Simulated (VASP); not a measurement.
# Ca (Pm-3m) in VASP: a series of runs

The runs below take Ca through single point, with PBE.

Program: VASP 6.6.1. These are calculated values, not measurements. Logs are shortened: lines on timing, memory, paths and dates and some standing lists are left out, and cuts for length are marked.

## Step 1: The cell of the first run

It takes space group Pm-3m (No. 221, cubic). The conventional cell has a = 3.100 Å, b = 3.100 Å, c = 3.100 Å, α = 90.00°, β = 90.00°, γ = 90.00°. Within 4.1 Å of Ca (site symmetry m-3m) lie 6 Ca at 3.10 Å.

## Step 2: Single point, PBE

INCAR reads:

```
SYSTEM = Ca
ALGO     = Normal         ! electronic algorithm
EDIFF    = 1E-7           ! SCF threshold, eV
ENCUT    = 520            ! plane-wave cutoff, eV
GGA      = PE             ! functional
ISIF     = 2              ! what is computed and relaxed
ISMEAR   = -1             ! smearing method
LASPH    = .TRUE.         ! aspherical terms in the spheres
LCHARG   = .FALSE.        ! write CHGCAR
LREAL    = .FALSE.        ! projectors in reciprocal space
LWAVE    = .FALSE.        ! write WAVECAR
NBANDS   = 11             ! bands
NELM     = 80             ! most SCF steps
PREC     = Accurate       ! precision mode
SIGMA    = 0.05           ! smearing width, eV
```

KPOINTS reads:

```
k-points
0
G
  8 8 8
  0 0 0
```

POSCAR reads:

```
Ca
1.0
    3.1003919933      0.0000000000      0.0000000000
    0.0000000000      3.1003919933      0.0000000000
    0.0000000000      0.0000000000      3.1003919933
Ca
1
Direct
    0.0000000000      0.0000000000      0.0000000000
```

Potentials or basis: VASP PAW PBE potentials, release 64 (Ca_sv).

Run with:

```
cat potpaw_PBE.64/Ca_sv/POTCAR > POTCAR
mpirun -np 1 vasp_std > vasp.out
```

OUTCAR:

```text
SYSTEM = Ca
   EDIFF = 1E-7
   ENCUT = 520
   GGA = PE
   ISIF = 2
   ISMEAR = -1
   LASPH = .TRUE.
   LREAL = .FALSE.
   NELM = 80
   PREC = Accurate

 ion  position               nearest neighbor table
   1  0.000  0.000  0.000-

  LATTYP: Found a simple cubic cell.
 ALAT       =     3.1003919933

  Lattice vectors:

 A1 = (   3.1003919933,   0.0000000000,   0.0000000000)
 A2 = (   0.0000000000,   3.1003919933,   0.0000000000)
 A3 = (   0.0000000000,   0.0000000000,   3.1003919933)

Analysis of symmetry for initial positions (statically):
=====================================================================
 Subroutine PRICEL returns:
 Original cell was already a primitive cell.

 Routine SETGRP: Setting up the symmetry group for a
 simple cubic supercell.

 Subroutine GETGRP returns: Found 48 space group operations
 (whereof 48 operations were pure point group operations)
 out of a pool of 48 trial point group operations.

The static configuration has the point symmetry O_h .

Analysis of symmetry for dynamics (positions and initial velocities):
=====================================================================
 Subroutine PRICEL returns:
 Original cell was already a primitive cell.

 Routine SETGRP: Setting up the symmetry group for a
 simple cubic supercell.

 Subroutine GETGRP returns: Found 48 space group operations
 (whereof 48 operations were pure point group operations)
 out of a pool of 48 trial point group operations.

The dynamic configuration has the point symmetry O_h .

 Subroutine INISYM returns: Found 48 space group operations
 (whereof 48 operations are pure point group operations),
 and found     1 'primitive' translations

----------------------------------------------------------------------------------------

                                     Primitive cell

  volume of cell :      29.8023

  direct lattice vectors                    reciprocal lattice vectors
     3.100391993  0.000000000  0.000000000     0.322539860  0.000000000  0.000000000
     0.000000000  3.100391993  0.000000000     0.000000000  0.322539860  0.000000000
     0.000000000  0.000000000  3.100391993     0.000000000  0.000000000  0.322539860

  length of vectors
     3.100391993  3.100391993  3.100391993     0.322539860  0.322539860  0.322539860

  position of ions in fractional coordinates (direct lattice)
     0.000000000  0.000000000  0.000000000

  ion indices of the primitive-cell ions
   primitive index   ion index
                 1           1

----------------------------------------------------------------------------------------

 KPOINTS: k-points

Automatic generation of k-mesh.
 Grid dimensions read from file:
 generate k-points for:    8    8    8

 Generating k-lattice:

  Cartesian coordinates                     Fractional coordinates (reciprocal lattice)
     0.040317483  0.000000000  0.000000000     0.125000000  0.000000000  0.000000000
     0.000000000  0.040317483  0.000000000     0.000000000  0.125000000  0.000000000
     0.000000000  0.000000000  0.040317483     0.000000000  0.000000000  0.125000000

  Length of vectors
     0.040317483  0.040317483  0.040317483

  Shift w.r.t. Gamma in fractional coordinates (k-lattice)
     0.000000000  0.000000000  0.000000000

 Subroutine IBZKPT returns following result:
 ===========================================

 Found     35 irreducible k-points:

 Following reciprocal coordinates:
            Coordinates               Weight
  0.000000  0.000000  0.000000      1.000000
  0.125000  0.000000  0.000000      6.000000
  0.250000  0.000000  0.000000      6.000000
  0.375000  0.000000  0.000000      6.000000
  0.500000  0.000000  0.000000      3.000000
  0.125000  0.125000  0.000000     12.000000
[... 16 lines left out ...]
  0.375000  0.375000  0.125000     24.000000
  0.500000  0.375000  0.125000     24.000000
 [... further k-points ...]
   k-points           NKPTS =     35   k-points in BZ     NKDIM =     35   number of bands    NBANDS=     11
   number of dos      NEDOS =    301   number of ions     NIONS =      1
   total plane-waves  NPLWV =  13824
   dimension x,y,z NGX =    24 NGY =   24 NGZ =   24
   dimension x,y,z NGXF=    48 NGYF=   48 NGZF=   48
   ions per type =               1
   NGX,Y,Z   is equivalent  to a cutoff of  12.87, 12.87, 12.87 a.u.
   NGXF,Y,Z  is equivalent  to a cutoff of  25.74, 25.74, 25.74 a.u.
 SYSTEM =  Ca
   PREC   = accura    normal or accurate (medium, high low for compatibility)
   ISTART =      0    job   : 0-new  1-cont  2-samecut
   ICHARG =      2    charge: 1-file 2-atom 10-const
   ISPIN  =      1    spin polarized calculation?
   LNONCOLLINEAR =      F non collinear calculations
   LSORBIT =      F    spin-orbit coupling
   LASPH  =      T    aspherical Exc in radial PAW
   ENCUT  =  520.0 eV  38.22 Ry    6.18 a.u.   5.76  5.76  5.76*2*pi/ulx,y,z
   NELM   =     80;   NELMIN=  2; NELMDL= -5     # of ELM steps
   EDIFF  = 0.1E-06   stopping-criterion for ELM
   LREAL  =      F    real-space projection
   EDIFFG = 0.1E-05   stopping-criterion for IOM
   NSW    =      0    number of steps for IOM
   IBRION =     -1    ionic relax: 0-MD 1-quasi-New 2-CG
   NFREE  =      0    steps in history (QN), initial steepest desc. (CG)
   ISIF   =      2    stress and relaxation
   ISYM   =      2    0-nonsym 1-usesym 2-fastsym
   POTIM  = 0.5000    time-step for ionic-motion
   TEBEG  =    0.0;   TEEND  =   0.0 temperature during run
   PSTRESS=    0.0 pullay stress
   NELECT =      10.0000    total number of electrons
   NUPDOWN=      -1.0000    fix difference up-down
   EMIN   =  10.00;   EMAX   =-10.00  energy-range for DOS
   EFERMI =   0.00;   METHOD = LEGACY
   ISMEAR =    -1;   SIGMA  =   0.05  broadening in eV -4-tet -1-fermi 0-gaus
   EFERMI_NEDOS =   21; number of points for ismear=-14 and -15
   IALGO  =     38    algorithm
   IMIX   =      4    mixing-type and parameters
     AMIX     =   0.40;   BMIX     =  1.00
     AMIX_MAG =   1.60;   BMIX_MAG =  1.00
  volume/ion in A,a.u.               =      29.80       201.12
  Fermi-wavevector in a.u.,A,eV,Ry     =   1.137605  2.149762 17.607919  1.294146
  Thomas-Fermi vector in A             =   2.274310
   LORBIT       =      0    0 simple, 1 ext, 2 COOP (PROOUT), +10 PAW based schemes
   GGA     = PE    functional components
   LHFCALC =     F    Hartree Fock is set to
   AEXX    =    0.0000 exact exchange contribution
   IVDW    =     0    specifies the selected vdW correction
   LEPSILON=     F    determine dielectric tensor
   LRPA    =     F    only Hartree local field effects (RPA)
 non-spin polarized calculation
  energy-cutoff  :      520.00
  volume of cell :       29.80
 maximum number of plane-waves:       840
 NGX is ok and might be reduce to    24
   NGX = 11   NGY = 11   NGZ = 11

 number of electron      10.0000005 magnetization

 Free energy of the ion-electron system (eV)
  ---------------------------------------------------
  ext. energy  EPLUGINS =         0.00000000
  ---------------------------------------------------
  free energy    TOTEN  =        -1.28770089 eV

  energy without entropy =       -1.28381349  energy(sigma->0) =       -1.28575719

 E-fermi :   3.2830     XC(G=0):  -8.8760

 val. band max:        3.2703511163   @ k =   0.5000   0.0000   0.0000
 cond. band min:       3.3045719033   @ k =   0.3750   0.3750   0.3750
 fundamental gap:      0.0342207870
 Fermi energy:         3.2830386680

 k-point     1 :       0.0000    0.0000    0.0000
  band No.  band energies     occupation
      1     -38.2312      2.00000
      2     -18.9274      2.00000
      3     -18.9274      2.00000
      4     -18.9274      2.00000
      5      -0.8857      2.00000
      6       4.1062      0.00000
      7       4.1062      0.00000
      8       8.8521      0.00000
      9       8.8521      0.00000
     10       8.8521      0.00000
     11      14.8740      0.00000

 k-point     2 :       0.1250    0.0000    0.0000
  band No.  band energies     occupation
      1     -38.2196      2.00000
      2     -19.0289      2.00000
      3     -18.9187      2.00000
      4     -18.9187      2.00000
      5      -0.5836      2.00000
      6       4.2010      0.00000
      7       4.2751      0.00000
      8       8.4862      0.00000
      9       8.4862      0.00000
     10       8.8775      0.00000
     11      13.3746      0.00000

 k-point     3 :       0.2500    0.0000    0.0000
  band No.  band energies     occupation
      1     -38.1914      2.00000
      2     -19.2670      2.00000
      3     -18.8976      2.00000
      4     -18.8976      2.00000
      5       0.2495      2.00000
      6       4.4446      0.00000
      7       4.5163      0.00000
      8       7.7651      0.00000
      9       7.7651      0.00000
     10       8.9396      0.00000
     11      11.5244      0.00000

 k-point     4 :       0.3750    0.0000    0.0000
  band No.  band energies     occupation
      1     -38.1630      2.00000
      2     -19.4963      2.00000
      3     -18.8763      2.00000
      4     -18.8763      2.00000
      5       1.4424      2.00000
      6       4.1317      0.00000
      7       4.7132      0.00000
      8       7.1797      0.00000
      9       7.1797      0.00000
     10       9.0028      0.00000
     11      10.8167      0.00000

 k-point     5 :       0.5000    0.0000    0.0000
  band No.  band energies     occupation
      1     -38.1511      2.00000
      2     -19.5889      2.00000
      3     -18.8675      2.00000
      4     -18.8675      2.00000
      5       2.5044      2.00000
      6       3.2704      1.12620
      7       4.8334      0.00000
      8       6.9633      0.00000
      9       6.9633      0.00000
     10       9.0294      0.00000
     11      10.8552      0.00000
[... 211 lines left out ...]
 k-point    21 :       0.3750    0.2500    0.1250
  band No.  band energies     occupation
      1     -38.1137      2.00000
      2     -19.4347      2.00000
      3     -19.1849      2.00000
      4     -18.9402      2.00000
      5       2.3046      2.00000
      6       4.4744      0.00000
      7       5.6107      0.00000
      8       6.3364      0.00000
      9       7.7163      0.00000
     10       7.7424      0.00000
     11      11.4427      0.00000

 k-point    22 :       0.5000    0.2500    0.1250
  band No.  band energies     occupation
      1     -38.1022      2.00000
      2     -19.5234      2.00000
      3     -19.1731      2.00000
      4     -18.9307      2.00000
      5       2.8903      1.99922
      6       3.9937      0.00000
      7       5.8516      0.00000
      8       5.9417      0.00000
      9       7.8079      0.00000
     10       8.2208      0.00000
     11      10.8010      0.00000

 k-point    23 :       0.3750    0.3750    0.1250
  band No.  band energies     occupation
      1     -38.0865      2.00000
      2     -19.4062      2.00000
      3     -19.3941      2.00000
      4     -18.9182      2.00000
      5       2.5670      2.00000
      6       4.6492      0.00000
      7       5.9492      0.00000
      8       6.3096      0.00000
      9       7.8540      0.00000
     10       7.9675      0.00000
     11      11.1485      0.00000

 k-point    24 :       0.5000    0.3750    0.1250
  band No.  band energies     occupation
      1     -38.0752      2.00000
      2     -19.4872      2.00000
      3     -19.3859      2.00000
      4     -18.9090      2.00000
      5       2.6105      2.00000
      6       4.8264      0.00000
      7       5.9082      0.00000
      8       6.2067      0.00000
      9       7.9777      0.00000
     10       8.6488      0.00000
     11      10.4831      0.00000

 [... further k-points ...]
[... 5 lines left out ...]
  --------------------------------------------------------------------------------------
  -------------------------------------------------------------------------------------
  Total        1.4973640      1.4973640      1.4973640     -0.0000000     -0.0000000      0.0000000
  in kB       80.4985652     80.4985652     80.4985652     -0.0000000     -0.0000000      0.0000000
  external PRESSURE =      80.4985652 kB  Pullay stress =       0.0000000 kB

 VOLUME and BASIS-vectors are now :
 -----------------------------------------------------------------------------
  energy-cutoff  :      520.00
  volume of cell :       29.80
      direct lattice vectors                 reciprocal lattice vectors
     3.100391993  0.000000000  0.000000000     0.322539860  0.000000000  0.000000000
     0.000000000  3.100391993  0.000000000     0.000000000  0.322539860  0.000000000
     0.000000000  0.000000000  3.100391993     0.000000000  0.000000000  0.322539860

 POSITION                                       TOTAL-FORCE (eV/Angst)
 -----------------------------------------------------------------------------------
      0.00000      0.00000      0.00000         0.000000      0.000000      0.000000
 -----------------------------------------------------------------------------------
    total drift:                                0.000000      0.000000      0.000000

  FREE ENERGIE OF THE ION-ELECTRON SYSTEM (eV)
  ---------------------------------------------------
  free  energy   TOTEN  =        -1.2877008857 eV

  energy  without entropy=       -1.2838134918  energy(sigma->0) =       -1.28575719
```

It took 3.6 s on 1 thread of Intel Xeon 6975P-C (Granite Rapids), shared host; peak memory 0.14 GiB.

What came out:

```yaml
Free_energy: -1.2877 eV
Pressure: 8.0 GPa
Band_gap_on_the_k_mesh: zero (band 5 reaches 3.80 eV, above the bottom of band 6 at 3.14 eV)
```

## Step 3: Single point, PBE

This run uses another cell than the first one, of 31.64 Å³/atom, 1.062 times its volume.

INCAR reads:

```
SYSTEM = Ca
ALGO     = Normal         ! electronic algorithm
EDIFF    = 1E-6           ! SCF threshold, eV
ENCUT    = 520            ! plane-wave cutoff, eV
GGA      = PE             ! functional
ISIF     = 2              ! what is computed and relaxed
ISMEAR   = -1             ! smearing method
LASPH    = .True.         ! aspherical terms in the spheres
LCHARG   = .False.        ! write CHGCAR
LREAL    = .False.        ! projectors in reciprocal space
LWAVE    = .False.        ! write WAVECAR
NBANDS   = 11             ! bands
NELM     = 60             ! most SCF steps
PREC     = Accurate       ! precision mode
SIGMA    = 0.05           ! smearing width, eV
```

KPOINTS reads:

```
k-points
0
Gamma
  8 8 8
  0 0 0
```

POSCAR reads:

```
Ca
1.0
    3.1629618823      0.0000000000      0.0000000000
    0.0000000000      3.1629618823      0.0000000000
    0.0000000000      0.0000000000      3.1629618823
Ca
1
Direct
    0.0000000000      0.0000000000      0.0000000000
```

Potentials or basis: VASP PAW PBE potentials, release 64 (Ca_sv).

Run with:

```
cat potpaw_PBE.64/Ca_sv/POTCAR > POTCAR
mpirun -np 1 vasp_std > vasp.out
```

Run time: 3.9 s. Hardware: 1 thread of Intel Xeon 6975P-C (Granite Rapids), shared host; peak memory 0.14 GiB.

The run converged. Its results:

| Quantity | Value |
| --- | --- |
| Free energy | -1.3689 eV |
| Pressure | 6.0 GPa |
| Band gap on the k mesh | zero (band 5 reaches 3.57 eV, above the bottom of band 6 at 2.79 eV) |

Levels at points of the mesh, in eV from the Fermi level:
```tsv
k point	band 3	band 4	band 5	band 6	band 7	band 8
(0.00, 0.00, 0.00)	-22.34	-22.34	-4.11	0.86	0.86	5.33
(0.50, 0.00, 0.00)	-22.29	-22.29	-0.84	-0.11	1.54	3.56
(0.50, 0.50, 0.00)	-22.81	-22.24	-0.83	1.44	3.69	3.69
(0.50, 0.50, 0.50)	-22.73	-22.73	0.58	0.58	0.58	6.42
```

## Step 4: Single point, PBE

This run uses another cell than the first one, of 33.93 Å³/atom, 1.139 times its volume.

INCAR reads:

```
SYSTEM = Ca
PREC = Accurate
ENCUT = 520
EDIFF = 1E-6
ISMEAR = -1
SIGMA = 0.05
LREAL = .False.
LASPH = .True.
NELM = 100
ALGO = Normal
ISIF = 2
LWAVE = .False.
LCHARG = .True.
GGA = PE
LELF = .True.
LVHAR = .True.
NBANDS = 11
```

KPOINTS reads:

```
Automatic mesh
0
Gamma
  8 8 8
  0 0 0
```

POSCAR reads:

```
Ca
1.0
    3.2375179680      0.0000000000      0.0000000000
    0.0000000000      3.2375179680      0.0000000000
    0.0000000000      0.0000000000      3.2375179680
Ca
1
Direct
    0.0000000000      0.0000000000      0.0000000000
```

Run with:

```
cat potpaw_PBE.64/Ca_sv/POTCAR > POTCAR
mpirun -np 1 vasp_std > vasp.out
```

Run time: 4.1 s. Hardware: 1 thread of Intel Xeon 6975P-C (Granite Rapids), shared host; peak memory 0.14 GiB.

Results (log left out):

```
Free energy            : -1.4409 eV
Pressure               : 4.0 GPa
Band gap on the k mesh : zero (band 5 reaches 3.31 eV, above the bottom of band 6 at 2.41 eV)
```

Levels at points of the mesh, in eV from the Fermi level:
| k point | band 2 | band 3 | band 4 | band 5 | band 6 | band 7 | band 8 | band 9 |
| --- | --- | --- | --- | --- | --- | --- | --- | --- |
| (0.00, 0.00, 0.00) | -22.52 | -22.52 | -22.52 | -4.07 | 0.86 | 0.86 | 5.02 | 5.02 |
| (0.50, 0.00, 0.00) | -22.97 | -22.48 | -22.48 | -0.94 | -0.23 | 1.50 | 3.40 | 3.40 |
| (0.50, 0.50, 0.00) | -22.91 | -22.91 | -22.44 | -0.71 | 1.31 | 3.33 | 3.33 | 3.79 |
| (0.50, 0.50, 0.50) | -22.85 | -22.85 | -22.85 | 0.61 | 0.61 | 0.61 | 6.03 | 6.03 |

## Step 5: Overview

```tsv
cell	gap on the mesh (eV)	pressure (GPa)
a = 3.100 Å, 1 atom	none	8.0
a = 3.163 Å, 1 atom	none	6.0
a = 3.238 Å, 1 atom	none	4.0
```

Alike in all rows: task single point; level PBE; potentials or basis VASP PAW PBE potentials, release 64 (Ca_sv); no spin polarisation; k mesh 8 × 8 × 8; cutoff (eV) 520; smearing fermi-dirac 0.05 eV.

Absolute energies hang on the potentials; compare differences alone.
